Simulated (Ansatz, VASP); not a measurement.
## Be in VASP and in Ansatz

```
Be
1.0
     2.19600    0.02567    0.32339
     0.02494    2.20859   -0.33351
    -0.49333   -1.71000    3.46166
Be
2
Direct
  0.24997 0.50013 0.75001
  0.75003 0.49987 0.24999
```

Alike in both runs: functional PBE; k mesh 8 × 8 × 4; occupations gaussian, width 0.1 eV; no spin polarisation.

Ansatz relaxed the structure, and its values are those at the end. VASP's run is a single point on that final structure, the one shown.

|  | VASP | Ansatz |
| --- | --- | --- |
| version | VASP 6.6.1 | Ansatz 0.2.0 |
| potentials or method | VASP PAW PBE potentials, release 64 (Be), cutoff 520 eV | scalar-relativistic, plane waves, PAW |
| valence electrons in the cell | 4 | 4 |

```csv
,VASP,Ansatz,Ansatz less VASP
gap on the k mesh at the Fermi level (eV),none,none,-
pressure (GPa),0.3,0.1,-0.14
```

A gap of «none» marks a metal or a gap that the smearing closes.

The k mesh is coarse, so the values compare programs but aren't converged.
